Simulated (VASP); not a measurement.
Ni, 2 atoms in the cell. It takes space group Fd-3m (No. 227, cubic). Conventional cell: a = 4.907 Å, b = 4.907 Å, c = 4.907 Å, α = 90.00°, β = 90.00°, γ = 90.00°. Within 2.8 Å of Ni (site symmetry -43m) lie 4 Ni at 2.12 Å. This isn't the form of Ni at room conditions, which is fcc.

- Program: VASP 6.6.1
- Task: relaxation of cell and atoms
- Functional: BLYP
- Potentials or basis: VASP PAW PBE potentials, release 64 (Ni)
- Cutoff: 600 eV
- k mesh: 11 × 11 × 11
- Occupations: fermi-dirac, width 0.1 eV
- Spin: no spin polarisation
- Dipole correction: no
- Further INCAR settings: ALGO = Normal; EDIFF = 1e-06; IBRION = 2; EDIFFG = -0.01; NSW = 80; ISIF = 3

Potentials or basis: VASP PAW PBE potentials, release 64 (Ni).

The run is started by

```bash
$ cat potpaw_PBE.64/Ni/POTCAR > POTCAR
$ mpirun -np 1 vasp_std > vasp.out
```

Hardware: 1 thread of Intel Xeon 8259CL, on a shared host.

Task: Estimate the wall time of this run.

Result: Wall time 3.2 min on 1 thread of Intel Xeon 8259CL, with other jobs on the host, peak memory 0.18 GiB. Counts: scf iterations 44, k points 56, ion steps 5.
